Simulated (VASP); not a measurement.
# Be (C2/m) in VASP: further runs

Runs on Be. Level: PBEsol. Tasks: single point.

All numbers are computed with VASP 6.6.1; they aren't measurements. Logs are shortened: lines on timing, memory, paths and dates and some standing lists are left out, and cuts for length are marked.

### Step 1. The cell of the first run

It takes space group C2/m (No. 12, monoclinic). Conventional cell: a = 3.983 Å, b = 2.300 Å, c = 3.601 Å, α = 90.00°, β = 90.00°, γ = 90.00°. Be (site symmetry m) has 1 Be at 1.40 Å within 1.9 Å.

### Step 2. Single point, PBEsol (atom 1 (Be) moved by (+0.600, -0.600) A along y and z)

INCAR

```
PREC = Accurate
ENCUT = 520
EDIFF = 1E-6
ISMEAR = 0
SIGMA = 0.15
LREAL = False
LASPH = True
NELM = 60
ALGO = Fast
ISIF = 2
LWAVE = False
LCHARG = False
GGA = PS
NBANDS = 9
```

KPOINTS

```
regular mesh
0
Gamma
  24 24 14
```

POSCAR

```
Be
1.0
    2.2995019849      0.0000000000      0.0000000000
   -1.1497509925      1.9914271350      0.0000000000
    0.0000000000      0.0000000000      3.6009000000
Be
2
Direct
    0.4839790661      0.9679581322      0.0833749896
    0.6666666667      0.3333333333      0.7500000000
```

Potentials or basis: VASP PAW PBE potentials, release 64 (Be).

On the command line:

```sh
$ cat potpaw_PBE.64/Be/POTCAR > POTCAR
$ mpirun -np 1 vasp_std > vasp.out
```

OUTCAR:

```text
PREC = Accurate
   ENCUT = 520
   EDIFF = 1E-6
   ISMEAR = 0
   LREAL = False
   LASPH = True
   NELM = 60
   ISIF = 2
   GGA = PS

 ion  position               nearest neighbor table
   1  0.484  0.968  0.083-   2 1.40   2 2.09   2 2.09
   2  0.667  0.333  0.750-   1 1.40   1 2.09   1 2.09

  LATTYP: Found a hexagonal cell.
 ALAT       =     2.2995019849
 C/A-ratio  =     1.5659477677

  Lattice vectors:

 A1 = (   2.2995019849,   0.0000000000,   0.0000000000)
 A2 = (  -1.1497509925,   1.9914271350,   0.0000000000)
 A3 = (   0.0000000000,   0.0000000000,   3.6009000000)

Analysis of symmetry for initial positions (statically):
=====================================================================
 Subroutine PRICEL returns:
 Original cell was already a primitive cell.

 Routine SETGRP: Setting up the symmetry group for a
 hexagonal supercell.

 Subroutine GETGRP returns: Found  4 space group operations
 (whereof  2 operations were pure point group operations)
 out of a pool of 24 trial point group operations.

The static configuration has the point symmetry C_1h.
 The point group associated with its full space group is C_2h.

Analysis of symmetry for dynamics (positions and initial velocities):
=====================================================================
 Subroutine PRICEL returns:
 Original cell was already a primitive cell.

 Routine SETGRP: Setting up the symmetry group for a
 hexagonal supercell.

 Subroutine GETGRP returns: Found  4 space group operations
 (whereof  2 operations were pure point group operations)
 out of a pool of 24 trial point group operations.

The dynamic configuration has the point symmetry C_1h.
 The point group associated with its full space group is C_2h.

 Subroutine INISYM returns: Found  4 space group operations
 (whereof  2 operations are pure point group operations),
 and found     1 'primitive' translations

----------------------------------------------------------------------------------------

                                     Primitive cell

  volume of cell :      16.4896

  direct lattice vectors                    reciprocal lattice vectors
     2.299501985  0.000000000  0.000000000     0.434876772  0.251076221  0.000000000
    -1.149750993  1.991427135  0.000000000     0.000000000  0.502152443  0.000000000
     0.000000000  0.000000000  3.600900000     0.000000000  0.000000000  0.277708351

  length of vectors
     2.299501985  2.299501985  3.600900000     0.502152443  0.502152443  0.277708351

  position of ions in fractional coordinates (direct lattice)
     0.483979066  0.967958132  0.083374990
     0.666666667  0.333333333  0.750000000

  ion indices of the primitive-cell ions
   primitive index   ion index
                 1           1
                 2           2

----------------------------------------------------------------------------------------

 KPOINTS: regular mesh

Automatic generation of k-mesh.
 Grid dimensions read from file:
 generate k-points for:   24   24   14

 Generating k-lattice:

  Cartesian coordinates                     Fractional coordinates (reciprocal lattice)
     0.018119865  0.010461509  0.000000000     0.041666667  0.000000000  0.000000000
     0.000000000  0.020923018  0.000000000     0.000000000  0.041666667  0.000000000
     0.000000000  0.000000000  0.019836311     0.000000000  0.000000000  0.071428571

  Length of vectors
     0.020923018  0.020923018  0.019836311

  Shift w.r.t. Gamma in fractional coordinates (k-lattice)
     0.000000000  0.000000000  0.000000000

 Subroutine IBZKPT returns following result:
 ===========================================

 Found   2114 irreducible k-points:

 Following reciprocal coordinates:
            Coordinates               Weight
  0.000000  0.000000  0.000000      1.000000
  0.041667 -0.000000  0.000000      4.000000
  0.000000  0.041667  0.000000      2.000000
  0.083333 -0.000000  0.000000      4.000000
  0.000000  0.083333  0.000000      2.000000
  0.125000 -0.000000  0.000000      4.000000
[... 16 lines left out ...]
  0.000000  0.458333  0.000000      2.000000
  0.500000 -0.000000  0.000000      2.000000
 [... further k-points ...]
   k-points           NKPTS =   2114   k-points in BZ     NKDIM =   2114   number of bands    NBANDS=      9
   number of dos      NEDOS =    301   number of ions     NIONS =      2
   total plane-waves  NPLWV =   9072
   dimension x,y,z NGX =    18 NGY =   18 NGZ =   28
   dimension x,y,z NGXF=    36 NGYF=   36 NGZF=   56
   ions per type =               2
   NGX,Y,Z   is equivalent  to a cutoff of  13.01, 13.01, 12.93 a.u.
   NGXF,Y,Z  is equivalent  to a cutoff of  26.03, 26.03, 25.85 a.u.
 SYSTEM =  unknown system
   PREC   = accura    normal or accurate (medium, high low for compatibility)
   ISTART =      0    job   : 0-new  1-cont  2-samecut
   ICHARG =      2    charge: 1-file 2-atom 10-const
   ISPIN  =      1    spin polarized calculation?
   LNONCOLLINEAR =      F non collinear calculations
   LSORBIT =      F    spin-orbit coupling
   LASPH  =      T    aspherical Exc in radial PAW
   ENCUT  =  520.0 eV  38.22 Ry    6.18 a.u.   4.28  4.28  6.70*2*pi/ulx,y,z
   NELM   =     60;   NELMIN=  2; NELMDL= -5     # of ELM steps
   EDIFF  = 0.1E-05   stopping-criterion for ELM
   LREAL  =      F    real-space projection
   EDIFFG = 0.1E-04   stopping-criterion for IOM
   NSW    =      0    number of steps for IOM
   IBRION =     -1    ionic relax: 0-MD 1-quasi-New 2-CG
   NFREE  =      0    steps in history (QN), initial steepest desc. (CG)
   ISIF   =      2    stress and relaxation
   ISYM   =      2    0-nonsym 1-usesym 2-fastsym
   POTIM  = 0.5000    time-step for ionic-motion
   TEBEG  =    0.0;   TEEND  =   0.0 temperature during run
   PSTRESS=    0.0 pullay stress
   NELECT =       4.0000    total number of electrons
   NUPDOWN=      -1.0000    fix difference up-down
   EMIN   =  10.00;   EMAX   =-10.00  energy-range for DOS
   EFERMI =   0.00;   METHOD = LEGACY
   ISMEAR =     0;   SIGMA  =   0.15  broadening in eV -4-tet -1-fermi 0-gaus
   EFERMI_NEDOS =   21; number of points for ismear=-14 and -15
   IALGO  =     68    algorithm
   IMIX   =      4    mixing-type and parameters
     AMIX     =   0.40;   BMIX     =  1.00
     AMIX_MAG =   1.60;   BMIX_MAG =  1.00
  volume/ion in A,a.u.               =       8.24        55.64
  Fermi-wavevector in a.u.,A,eV,Ry     =   1.020998  1.929407 14.183227  1.042438
  Thomas-Fermi vector in A             =   2.154599
   LORBIT       =      0    0 simple, 1 ext, 2 COOP (PROOUT), +10 PAW based schemes
   GGA     = PS    functional components
   LHFCALC =     F    Hartree Fock is set to
   AEXX    =    0.0000 exact exchange contribution
   IVDW    =     0    specifies the selected vdW correction
   LEPSILON=     F    determine dielectric tensor
   LRPA    =     F    only Hartree local field effects (RPA)
 non-spin polarized calculation
 RMM-DIIS sequential band-by-band and
 Gauss-broadening in eV      SIGMA  =   0.15
  energy-cutoff  :      520.00
  volume of cell :       16.49
 maximum number of plane-waves:       470
 NGX is ok and might be reduce to    18
   NGX =  9   NGY =  9   NGZ = 13

 number of electron       4.0000000 magnetization

 Free energy of the ion-electron system (eV)
  ---------------------------------------------------
  ext. energy  EPLUGINS =         0.00000000
  ---------------------------------------------------
  free energy    TOTEN  =        -4.36321321 eV

  energy without entropy =       -4.36035579  energy(sigma->0) =       -4.36178450

 E-fermi :   6.2835     XC(G=0): -10.3090

 val. band max:        6.2753322743   @ k =  -0.3333  -0.2917   0.1429
 cond. band min:       6.2836124493   @ k =   0.5000   0.2500   0.1429
 fundamental gap:      0.0082801750
 Fermi energy:         6.2834722687

 k-point     1 :       0.0000    0.0000    0.0000
  band No.  band energies     occupation
      1      -4.6163      2.00000
      2       3.1155      2.00000
      3       6.3060      0.83184
      4      20.2681      0.00000
      5      20.4598      0.00000
      6      23.5629      0.00000
      7      24.0185      0.00000
      8      30.2397      0.00000
      9      31.1157      0.00000

 k-point     2 :       0.0417   -0.0000    0.0000
  band No.  band energies     occupation
      1      -4.5724      2.00000
      2       3.1747      2.00000
      3       6.3385      0.60400
      4      19.5972      0.00000
      5      20.7467      0.00000
      6      22.8891      0.00000
      7      24.3949      0.00000
      8      29.9440      0.00000
      9      31.8204      0.00000

 k-point     3 :       0.0000    0.0417    0.0000
  band No.  band energies     occupation
      1      -4.5724      2.00000
      2       3.1742      2.00000
      3       6.3257      0.69067
      4      19.9158      0.00000
      5      20.1263      0.00000
      6      23.6817      0.00000
      7      24.3101      0.00000
      8      28.9573      0.00000
      9      31.8551      0.00000

 k-point     4 :       0.0833   -0.0000    0.0000
  band No.  band energies     occupation
      1      -4.4405      2.00000
      2       3.3517      2.00000
      3       6.4350      0.15322
      4      18.5335      0.00000
      5      20.6310      0.00000
      6      21.9547      0.00000
      7      24.6069      0.00000
      8      29.8065      0.00000
      9      31.9932      0.00000
[... 205 lines left out ...]
 k-point    22 :       0.4583   -0.0000    0.0000
  band No.  band energies     occupation
      1       0.0990      2.00000
      2       4.6184      2.00000
      3       9.1217      0.00000
      4      12.0132      0.00000
      5      14.2244      0.00000
      6      15.9189      0.00000
      7      16.4717      0.00000
      8      19.2493      0.00000
      9      29.3608      0.00000

 k-point    23 :       0.0000    0.4583    0.0000
  band No.  band energies     occupation
      1       0.5324      2.00000
      2       3.0845      2.00000
      3       9.4527      0.00000
      4      12.5294      0.00000
      5      14.0295      0.00000
      6      15.3769      0.00000
      7      17.5800      0.00000
      8      24.2750      0.00000
      9      24.4557      0.00000

 k-point    24 :       0.5000   -0.0000    0.0000
  band No.  band energies     occupation
      1       0.3509      2.00000
      2       4.3009      2.00000
      3       9.3739      0.00000
      4      12.6689      0.00000
      5      13.3988      0.00000
      6      15.8764      0.00000
      7      16.1681      0.00000
      8      19.1582      0.00000
      9      29.3204      0.00000

 [... further k-points ...]
[... 5 lines left out ...]
  --------------------------------------------------------------------------------------
  -------------------------------------------------------------------------------------
  Total       -1.8969652      3.1279903     11.2291766     -0.0000000     -7.6795476      0.0000000
  in kB     -184.3150027    303.9252024   1091.0614840     -0.0000000   -746.1685638      0.0000000
  external PRESSURE =     403.5572279 kB  Pullay stress =       0.0000000 kB

 VOLUME and BASIS-vectors are now :
 -----------------------------------------------------------------------------
  energy-cutoff  :      520.00
  volume of cell :       16.49
      direct lattice vectors                 reciprocal lattice vectors
     2.299501985  0.000000000  0.000000000     0.434876772  0.251076221  0.000000000
    -1.149750993  1.991427135  0.000000000     0.000000000  0.502152443  0.000000000
     0.000000000  0.000000000  3.600900000     0.000000000  0.000000000  0.277708351

 POSITION                                       TOTAL-FORCE (eV/Angst)
 -----------------------------------------------------------------------------------
     -0.00000      1.92762      0.30023         0.000000     -7.052651     11.389359
      1.14975      0.66381      2.70068        -0.000000      7.052651    -11.389359
 -----------------------------------------------------------------------------------
    total drift:                                0.000000     -0.000000      0.000000

  FREE ENERGIE OF THE ION-ELECTRON SYSTEM (eV)
  ---------------------------------------------------
  free  energy   TOTEN  =        -4.3632132103 eV

  energy  without entropy=       -4.3603557882  energy(sigma->0) =       -4.36178450
```

Wall time 3 min (1 thread of AMD EPYC 7R13 (Zen 3), shared host); peak memory 0.33 GiB.

Results:

| Quantity | Value |
| --- | --- |
| Free energy | -4.3632 eV |
| Pressure | 40.4 GPa |
| Largest force | 13.396 eV/Å |
| Band gap on the k mesh | zero (bands 2 and 3 overlap by 1.74 eV) |

Forces on the atoms (eV/Å):
```
Be    0.000  -7.053  11.389
Be    0.000   7.053 -11.389
```

Levels at points of the mesh, in eV from the Fermi level:
```
           k point  band 1  band 2  band 3  band 4  band 5
(0.00, 0.00, 0.00)  -10.90   -3.17    0.02   13.98   14.18
(0.50, 0.00, 0.00)   -5.93   -1.98    3.09    6.39    7.12
(0.00, 0.50, 0.00)   -5.28   -3.71    3.49    6.36    7.69
(0.00, 0.00, 0.50)   -9.63   -7.44    6.48   14.34   14.59
(0.50, 0.00, 0.50)   -5.08   -2.05    1.41    1.93    8.99
(0.00, 0.50, 0.50)   -4.74   -3.74    2.40    2.77    8.33
```

Caveat: the cell differs from its parent crystal (atom 1 (Be) moved by (+0.600, -0.600) A along y and z); the stress differs along the axes, from -18 to 109 GPa; the PAW data sets were made with another functional, which shifts forces and pressure a little.

### Step 3. Single point, PBEsol (atom 1 (Be) moved by (-0.300, -0.600) A along y and z)

INCAR

```
SYSTEM = Be
  PREC = Accurate
  ENCUT = 520
  EDIFF = 1E-6
  ISMEAR = 0
  SIGMA = 0.15
  LREAL = .False.
  LASPH = .True.
  NELM = 100
  ALGO = Fast
  ISIF = 2
  LWAVE = .False.
  LCHARG = .False.
  GGA = PS
  NBANDS = 9
```

KPOINTS

```
Automatic mesh
0
Gamma
  24 24 14
  0 0 0
```

POSCAR, as its differences from that of step 2:

```diff
@@ -8,3 +8,3 @@
 Direct
-    0.4839790661      0.9679581322      0.0833749896
+    0.2580104669      0.5160209339      0.0833749896
     0.6666666667      0.3333333333      0.7500000000
```

Potentials or basis: VASP PAW PBE potentials, release 64 (Be).

On the command line:

```sh
$ cat potpaw_PBE.64/Be/POTCAR > POTCAR
$ mpirun -np 1 vasp_std > vasp.out
```

Run time: 3.1 min. Hardware: 1 thread of AMD EPYC 7R13 (Zen 3), shared host; peak memory 0.33 GiB.

Results (log left out):

```yaml
Free_energy: -6.1621 eV
Pressure: 26.8 GPa
Largest_force: 6.636 eV/Å
Band_gap_on_the_k_mesh: zero (bands 2 and 3 overlap by 2.18 eV)
```

Forces on the atoms (eV/Å):
```
Be   0.000  1.375  6.491
Be   0.000 -1.375 -6.491
```

Stress tensor (GPa, compression positive):
```
36.77  0.00  0.00
 0.00 -7.36 14.10
 0.00 14.10 51.03
```

Levels at points of the mesh, in eV from the Fermi level:
| k point | band 1 | band 2 | band 3 | band 4 | band 5 | band 6 | band 7 |
| --- | --- | --- | --- | --- | --- | --- | --- |
| (0.00, 0.00, 0.00) | -10.75 | -2.71 | 0.08 | 13.05 | 16.29 | 16.39 | 20.59 |
| (0.50, 0.00, 0.00) | -4.90 | -3.68 | 4.78 | 5.58 | 8.59 | 9.60 | 10.29 |
| (0.00, 0.50, 0.00) | -5.62 | -1.80 | 3.98 | 6.59 | 7.34 | 7.74 | 10.16 |
| (0.00, 0.00, 0.50) | -9.45 | -7.31 | 7.60 | 13.51 | 14.78 | 16.65 | 16.70 |
| (0.50, 0.00, 0.50) | -4.44 | -3.51 | 2.43 | 3.02 | 9.13 | 13.55 | 15.10 |
| (0.00, 0.50, 0.50) | -4.74 | -1.72 | 1.49 | 2.05 | 8.37 | 13.68 | 15.34 |

Caveat: the cell differs from its parent crystal (atom 1 (Be) moved by (-0.300, -0.600) A along y and z); the stress differs along the axes, from -7 to 51 GPa; the PAW data sets were made with another functional, which shifts forces and pressure a little.

(Continued in part 2 of 2.)
